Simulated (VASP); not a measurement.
# HgTe (F-43m) in VASP: single point with PBEsol

Aim: the single point of HgTe with PBEsol.

Everything below comes from runs of VASP 6.6.1. Logs are shortened: lines on timing, memory, paths and dates and some standing lists are left out, and cuts for length are marked.

## (1) The cell of the first run

The structure is cubic, space group F-43m (No. 216). The conventional cell has a = 6.512 Å, b = 6.512 Å, c = 6.512 Å, α = 90.00°, β = 90.00°, γ = 90.00°. Within 3.7 Å of Hg (site symmetry -43m) lie 4 Te at 2.82 Å. Within 3.7 Å of Te (site symmetry -43m) lie 4 Hg at 2.82 Å.

## (2) Single point, PBEsol

File INCAR:

```
SYSTEM = HgTe
ALGO = Normal ; EDIFF = 1E-6
ENCUT = 520 ; GGA = PS
ISIF = 2 ; ISMEAR = 0
ISYM = 0 ; LASPH = .True.
LCHARG = .False. ; LREAL = .False.
LWAVE = .False. ; NBANDS = 16
NELM = 100 ; PREC = Accurate
SIGMA = 0.1
```

File KPOINTS:

```
k-points
0
Gamma
  8 8 11
  0 0 0
```

File POSCAR:

```
HgTe
1.0
    4.6045185716      0.0000000000      0.0000000000
    0.0000000000      4.6045185716      0.0000000000
    2.3022592858      2.3022592858      3.2558863061
Hg Te
1 1
Direct
    0.0000000000      0.0000000000      0.0000000000
    0.2500000000      0.7500000000      0.5000000000
```

Potentials or basis: VASP PAW PBE potentials, release 64 (Hg, Te).

Command:

```console
> cat potpaw_PBE.64/Hg/POTCAR potpaw_PBE.64/Te/POTCAR > POTCAR
> mpirun -np 1 vasp_std > vasp.out
```

OUTCAR:

```text
SYSTEM = HgTe
   EDIFF = 1E-6
   ENCUT = 520
   GGA = PS
   ISIF = 2
   ISMEAR = 0
   ISYM = 0
   LASPH = .True.
   LREAL = .False.
   NELM = 100
   PREC = Accurate

 ion  position               nearest neighbor table
   1  0.000  0.000  0.000-   2 2.82   2 2.82   2 2.82   2 2.82
   2  0.250  0.750  0.500-   1 2.82   1 2.82   1 2.82   1 2.82

IMPORTANT INFORMATION: All symmetrisations will be switched off!
NOSYMM: (Re-)initialisation of all symmetry stuff for point group C_1.

----------------------------------------------------------------------------------------

                                     Primitive cell

  volume of cell :      69.0300

  direct lattice vectors                    reciprocal lattice vectors
     4.604518572  0.000000000  0.000000000     0.217177971  0.000000000 -0.153568016
     0.000000000  4.604518572  0.000000000     0.000000000  0.217177971 -0.153568016
     2.302259286  2.302259286  3.255886306     0.000000000  0.000000000  0.307136032

  length of vectors
     4.604518572  4.604518572  4.604518572     0.265987606  0.265987606  0.307136032

  position of ions in fractional coordinates (direct lattice)
     0.000000000  0.000000000  0.000000000
     0.250000000  0.750000000  0.500000000

  ion indices of the primitive-cell ions
   primitive index   ion index
                 1           1
                 2           2

----------------------------------------------------------------------------------------

 KPOINTS: k-points

Automatic generation of k-mesh.
 Grid dimensions read from file:
 generate k-points for:    8    8   11

 Generating k-lattice:

  Cartesian coordinates                     Fractional coordinates (reciprocal lattice)
     0.027147246  0.000000000 -0.019196002     0.125000000  0.000000000 -0.000000000
     0.000000000  0.027147246 -0.019196002     0.000000000  0.125000000 -0.000000000
     0.000000000  0.000000000  0.027921457     0.000000000  0.000000000  0.090909091

  Length of vectors
     0.033248451  0.033248451  0.027921457

  Shift w.r.t. Gamma in fractional coordinates (k-lattice)
     0.000000000  0.000000000  0.000000000

 -----------------------------------------------------------------------------
|                                                                             |
|           W    W    AA    RRRRR   N    N  II  N    N   GGGG   !!!           |
|           W    W   A  A   R    R  NN   N  II  NN   N  G    G  !!!           |
|           W    W  A    A  R    R  N N  N  II  N N  N  G       !!!           |
|           W WW W  AAAAAA  RRRRR   N  N N  II  N  N N  G  GGG   !            |
|           WW  WW  A    A  R   R   N   NN  II  N   NN  G    G                |
|           W    W  A    A  R    R  N    N  II  N    N   GGGG   !!!           |
|                                                                             |
|     Your reciprocal lattice and k-lattice belong to different lattice       |
|     classes:                                                                |
|                                                                             |
|        The reciprocal lattice is body-centered cubic,                       |
|        whereas your k-lattice is base-centered monoclinic.                  |
|                                                                             |
|     Results are often still useful ...                                      |
|                                                                             |
 -----------------------------------------------------------------------------

 WARNING: IBZKPT: internal override: KBLOWUP is changed to .FALSE.
      ... skipping the blow-up phase ...

 Subroutine IBZKPT returns following result:
 ===========================================

 Found    354 irreducible k-points:

 Following reciprocal coordinates:
            Coordinates               Weight
  0.000000  0.000000  0.000000      1.000000
  0.125000  0.000000 -0.000000      2.000000
  0.250000  0.000000 -0.000000      2.000000
  0.375000  0.000000 -0.000000      2.000000
  0.500000  0.000000 -0.000000      1.000000
  0.000000  0.125000 -0.000000      2.000000
[... 16 lines left out ...]
  0.125000  0.375000 -0.000000      2.000000
  0.250000  0.375000 -0.000000      2.000000
 [... further k-points ...]
   k-points           NKPTS =    354   k-points in BZ     NKDIM =    354   number of bands    NBANDS=     16
   number of dos      NEDOS =    301   number of ions     NIONS =      2
   total plane-waves  NPLWV =  46656
   dimension x,y,z NGX =    36 NGY =   36 NGZ =   36
   dimension x,y,z NGXF=    72 NGYF=   72 NGZF=   72
   ions per type =               1   1
   NGX,Y,Z   is equivalent  to a cutoff of  13.00, 13.00, 13.00 a.u.
   NGXF,Y,Z  is equivalent  to a cutoff of  26.00, 26.00, 26.00 a.u.
 SYSTEM =  HgTe
   PREC   = accura    normal or accurate (medium, high low for compatibility)
   ISTART =      0    job   : 0-new  1-cont  2-samecut
   ICHARG =      2    charge: 1-file 2-atom 10-const
   ISPIN  =      1    spin polarized calculation?
   LNONCOLLINEAR =      F non collinear calculations
   LSORBIT =      F    spin-orbit coupling
   LASPH  =      T    aspherical Exc in radial PAW
   ENCUT  =  520.0 eV  38.22 Ry    6.18 a.u.   8.56  8.56  8.56*2*pi/ulx,y,z
   NELM   =    100;   NELMIN=  2; NELMDL= -5     # of ELM steps
   EDIFF  = 0.1E-05   stopping-criterion for ELM
   LREAL  =      F    real-space projection
   EDIFFG = 0.1E-04   stopping-criterion for IOM
   NSW    =      0    number of steps for IOM
   IBRION =     -1    ionic relax: 0-MD 1-quasi-New 2-CG
   NFREE  =      0    steps in history (QN), initial steepest desc. (CG)
   ISIF   =      2    stress and relaxation
   ISYM   =      0    0-nonsym 1-usesym 2-fastsym
   POTIM  = 0.5000    time-step for ionic-motion
   TEBEG  =    0.0;   TEEND  =   0.0 temperature during run
   PSTRESS=    0.0 pullay stress
   NELECT =      18.0000    total number of electrons
   NUPDOWN=      -1.0000    fix difference up-down
   EMIN   =  10.00;   EMAX   =-10.00  energy-range for DOS
   EFERMI =   0.00;   METHOD = LEGACY
   ISMEAR =     0;   SIGMA  =   0.10  broadening in eV -4-tet -1-fermi 0-gaus
   EFERMI_NEDOS =   21; number of points for ismear=-14 and -15
   IALGO  =     38    algorithm
   IMIX   =      4    mixing-type and parameters
     AMIX     =   0.40;   BMIX     =  1.00
     AMIX_MAG =   1.60;   BMIX_MAG =  1.00
  volume/ion in A,a.u.               =      34.51       232.92
  Fermi-wavevector in a.u.,A,eV,Ry     =   1.045891  1.976447 14.883250  1.093888
  Thomas-Fermi vector in A             =   2.180706
   LORBIT       =      0    0 simple, 1 ext, 2 COOP (PROOUT), +10 PAW based schemes
   GGA     = PS    functional components
   LHFCALC =     F    Hartree Fock is set to
   AEXX    =    0.0000 exact exchange contribution
   IVDW    =     0    specifies the selected vdW correction
   LEPSILON=     F    determine dielectric tensor
   LRPA    =     F    only Hartree local field effects (RPA)
 non-spin polarized calculation
 Gauss-broadening in eV      SIGMA  =   0.10
  energy-cutoff  :      520.00
  volume of cell :       69.03
 maximum number of plane-waves:      1880
 NGX is ok and might be reduce to    36
   NGX = 17   NGY = 17   NGZ = 17

 number of electron      18.0000002 magnetization

 Free energy of the ion-electron system (eV)
  ---------------------------------------------------
  ext. energy  EPLUGINS =         0.00000000
  ---------------------------------------------------
  free energy    TOTEN  =        -4.37665604 eV

  energy without entropy =       -4.37637663  energy(sigma->0) =       -4.37651633

 E-fermi :   2.7633     XC(G=0):  -8.8367

 val. band max:        2.7211481380   @ k =   0.0000   0.0000   0.0000
 cond. band min:       3.2808125219   @ k =   0.0000   0.1250   0.0909
 fundamental gap:      0.5596643839
 Fermi energy:         2.7632558702

 k-point     1 :       0.0000    0.0000    0.0000
  band No.  band energies     occupation
      1      -9.1456      2.00000
      2      -4.4968      2.00000
      3      -4.4968      2.00000
      4      -4.4967      2.00000
      5      -3.9875      2.00000
      6      -3.9874      2.00000
[... 8 lines left out ...]
     15      12.2265      0.00000
     16      12.2266      0.00000

 k-point     2 :       0.1250    0.0000   -0.0000
  band No.  band energies     occupation
      1      -9.0714      2.00000
      2      -4.4762      2.00000
      3      -4.4761      2.00000
      4      -4.4690      2.00000
      5      -3.9896      2.00000
      6      -3.9895      2.00000
[... 8 lines left out ...]
     15      11.4017      0.00000
     16      11.4017      0.00000

 k-point     3 :       0.2500    0.0000   -0.0000
  band No.  band energies     occupation
      1      -8.8834      2.00000
      2      -4.4302      2.00000
      3      -4.4301      2.00000
      4      -4.3446      2.00000
      5      -3.9887      2.00000
      6      -3.9886      2.00000
[... 8 lines left out ...]
     15      11.1671      0.00000
     16      11.1671      0.00000

 k-point     4 :       0.3750    0.0000   -0.0000
  band No.  band energies     occupation
      1      -8.6823      2.00000
      2      -4.3916      2.00000
      3      -4.3916      2.00000
      4      -4.0369      2.00000
      5      -3.9767      2.00000
      6      -3.9766      2.00000
[... 8 lines left out ...]
     15      11.8433      0.00000
     16      11.8433      0.00000
[... 324 lines left out ...]
 k-point    22 :       0.0000    0.3750   -0.0000
  band No.  band energies     occupation
      1      -8.6823      2.00000
      2      -4.3916      2.00000
      3      -4.3916      2.00000
      4      -4.0369      2.00000
      5      -3.9767      2.00000
      6      -3.9766      2.00000
[... 8 lines left out ...]
     15      11.8433      0.00000
     16      11.8433      0.00000

 k-point    23 :       0.1250    0.3750   -0.0000
  band No.  band energies     occupation
      1      -8.5979      2.00000
      2      -4.3669      2.00000
      3      -4.3628      2.00000
      4      -3.9993      2.00000
      5      -3.9854      2.00000
      6      -3.8418      2.00000
[... 8 lines left out ...]
     15      11.5647      0.00000
     16      12.6607      0.00000

 k-point    24 :       0.2500    0.3750   -0.0000
  band No.  band energies     occupation
      1      -8.4897      2.00000
      2      -4.3359      2.00000
      3      -4.2932      2.00000
      4      -4.0264      2.00000
      5      -3.9825      2.00000
      6      -3.6431      2.00000
[... 8 lines left out ...]
     15      11.6710      0.00000
     16      13.2197      0.00000

 [... further k-points ...]

------------------------ aborting loop because EDIFF is reached ----------------------------------------

  FORCE on cell =-STRESS in cart. coord.  units (eV):
  Direction    XX          YY          ZZ          XY          YZ          ZX
  --------------------------------------------------------------------------------------
  -------------------------------------------------------------------------------------
  Total        0.0309030      0.0309025      0.0254458      0.0000077      0.0007803      0.0007795
  in kB        0.7172555      0.7172433      0.5905941      0.0001781      0.0181102      0.0180932
  external PRESSURE =       0.6750310 kB  Pullay stress =       0.0000000 kB

 VOLUME and BASIS-vectors are now :
 -----------------------------------------------------------------------------
  energy-cutoff  :      520.00
  volume of cell :       69.03
      direct lattice vectors                 reciprocal lattice vectors
     4.604518572  0.000000000  0.000000000     0.217177971  0.000000000 -0.153568016
     0.000000000  4.604518572  0.000000000     0.000000000  0.217177971 -0.153568016
     2.302259286  2.302259286  3.255886306     0.000000000  0.000000000  0.307136032

 POSITION                                       TOTAL-FORCE (eV/Angst)
 -----------------------------------------------------------------------------------
      0.00000      0.00000      0.00000        -0.000331      0.000331     -0.000000
      2.30226      4.60452      1.62794         0.000331     -0.000331      0.000000
 -----------------------------------------------------------------------------------
    total drift:                               -0.000002      0.000003     -0.000000

  FREE ENERGIE OF THE ION-ELECTRON SYSTEM (eV)
  ---------------------------------------------------
  free  energy   TOTEN  =        -4.3766560374 eV

  energy  without entropy=       -4.3763766319  energy(sigma->0) =       -4.37651633
```

Run time: 2.1 min. Hardware: 1 thread of Intel Xeon 6975P-C (Granite Rapids), shared host; peak memory 0.53 GiB.

What came out:

```yaml
Free_energy: -4.3767 eV
Pressure: 0.1 GPa
Band_gap_on_the_k_mesh: zero (filled and empty bands touch)
```

Caveat: semilocal functionals underestimate gaps, so a narrow gap can read as zero; the PAW data sets were made with another functional, which shifts forces and pressure a little; spin-orbit coupling is left out, which moves the levels of the heavy elements.
